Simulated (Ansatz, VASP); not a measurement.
**Two plane-wave programs on F**

```
F
1.0
    -1.01304    1.01304    1.01304
     1.01304   -1.01304    1.01304
     1.01304    1.01304   -1.01304
F
1
Direct
  0.00000 0.00000 0.00000
```

Alike in both runs: task single point; functional PBEsol; k mesh 20 × 20 × 20; occupations fermi-dirac, width 0.1 eV; non-collinear spin, spin-orbit coupling.

|  | VASP | Ansatz |
| --- | --- | --- |
| version | VASP 6.6.1 | Ansatz 0.2.0 |
| potentials or method | VASP PAW PBE potentials, release 64 (F) | PAW with other files of Ansatz's library (core large), scalar-relativistic |
| plane-wave cutoff (eV) | 520 | 420 |
| valence electrons in the cell | 7 | 7 |

```tsv
	VASP	Ansatz	Ansatz less VASP
net moment per atom (μB)	0.00	0.00	0.000
```

VASP's potentials were made for PBE, not for PBEsol.
